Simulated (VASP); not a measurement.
Be2TeS2: single point with PBE+D3(BJ)

Be2TeS2:

```
Be Te S
1.0
     3.29305    0.00000    0.00000
     0.00000    3.29305    0.00000
     0.00000    0.00000    9.85892
Be Te S
2 1 2
Direct
  0.00000 0.00000 0.00000
  0.50000 0.50000 0.00000
  0.00000 0.00000 0.50000
  0.50000 0.00000 0.87118
  0.00000 0.50000 0.12882
```

```yaml
Program: VASP 6.6.1
Task: single point
Functional: PBE
Dispersion: D3(BJ)
Potentials_or_basis: VASP PAW PBE potentials, release 64 (Be, Te, S)
Cutoff: 520 eV
k_mesh: 12 × 12 × 4
Occupations: gaussian, width 0.1 eV
Spin: no spin polarisation
Dipole_correction: no
Further_INCAR_settings: ALGO = Normal; EDIFF = 1e-07; NBANDS = 19
```

| Quantity | Value |
| --- | --- |
| Pressure | -0.1 GPa |
| Largest force | 0.007 eV/Å |
| Band gap on the k mesh | zero (band 11 reaches 5.61 eV, above the bottom of band 12 at 2.66 eV) |
| Dispersion energy per atom | -0.281 eV |

Forces in eV/Å, atoms in the order of the input:
```
Be   0.000  0.000  0.000
Be   0.000  0.000  0.000
Te   0.000  0.000  0.000
S    0.000  0.000  0.007
S    0.000  0.000 -0.007
```

Levels at points of the mesh, in eV from the Fermi level:
```
           k point  band 9  band 10  band 11  band 12  band 13  band 14
(0.00, 0.00, 0.00)   -0.64    -0.64     2.30     2.30     2.95     4.61
(0.50, 0.00, 0.00)   -1.60    -1.60    -0.56     3.43     4.37     5.41
(0.50, 0.50, 0.00)   -3.66    -2.65    -2.65     0.73     3.52     3.52
(0.00, 0.00, 0.50)   -0.64    -0.64     2.30     2.30     2.90     4.61
(0.50, 0.00, 0.50)   -1.60    -1.60    -0.36     3.43     5.11     5.19
(0.50, 0.50, 0.50)   -3.67    -2.63    -2.63     0.68     3.43     3.43
```

Wall time 2.4 min on 1 thread of AMD EPYC 7R43 64-Core Processor (Zen 3), on a shared host, peak memory 0.29 GiB.

Caveat: spin-orbit coupling is left out, which moves the levels of the heavy elements.
